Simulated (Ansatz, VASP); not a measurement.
**Two plane-wave programs on Cu**

File INCAR:

```
SYSTEM = Cu
PREC = Accurate
ENCUT = 520
EDIFF = 1E-6
ISMEAR = 0
SIGMA = 0.15
LREAL = .FALSE.
LASPH = .TRUE.
NELM = 80
ALGO = Fast
ISIF = 2
LWAVE = .FALSE.
LCHARG = .FALSE.
GGA = PS
NBANDS = 12
```

KPOINTS

```
regular mesh
0
G
  24 24 24
  0 0 0
```

File POSCAR:

```
Cu
1.0
   -1.4788631530      1.4788631530      1.3416794138
    1.4788631530     -1.4788631530      1.3416794138
    1.4788631530      1.4788631530     -1.3416794138
Cu
1
Direct
    0.0000000000      0.0000000000      0.0000000000
```

Input for Ansatz:

```yaml
crystal:
  lattice:
    - [-1.478863153, 1.478863153, 1.3416794138]
    - [1.478863153, -1.478863153, 1.3416794138]
    - [1.478863153, 1.478863153, -1.3416794138]
  atoms:
    - { symbol: Cu, position: [0.0, 0.0, 0.0] }
basis:
  ecutwfc: 420
kpoints:
  mp_grid: { grid: [24, 24, 24] }
hamiltonian:
  xc: pbesol
scf:
  occupations: { method: gaussian, width: 0.15 }
output:
  forces: true
  stress: true
  eigenvalues: true
```

Change from the starting cell: strain +0.025 along x and y, -0.025 along z, atoms carried along.

Alike in both runs: task single point; functional PBEsol; k mesh 24 × 24 × 24; occupations gaussian, width 0.15 eV; no spin polarisation.

|  | VASP | Ansatz |
| --- | --- | --- |
| version | VASP 6.6.1 | Ansatz 0.2.0 |
| potentials or method | VASP PAW PBE potentials, release 64 (Cu), cutoff 520 eV | scalar-relativistic, plane waves, PAW |
| valence electrons in the cell | 11 | 19 |

VASP gave:

| Item | Value |
| --- | --- |
| gap on the k mesh at the Fermi level (eV) | none |
| pressure (GPa) | -4.2 |
| traceless stress, the component that is largest in VASP (GPa) | 0.49 |

**Question.** Which values does Ansatz return?

**Answer.** gap on the k mesh at the Fermi level (eV): none; pressure (GPa): -4.8; traceless stress, the component that is largest in VASP (GPa): 0.45.

VASP's potentials were made for PBE, not for PBEsol. A gap of «none» marks a metal or a gap that the smearing closes. VASP's potentials hold 11 valence electrons a cell and Ansatz's 19, so a difference there can come from the potentials and not from the codes.
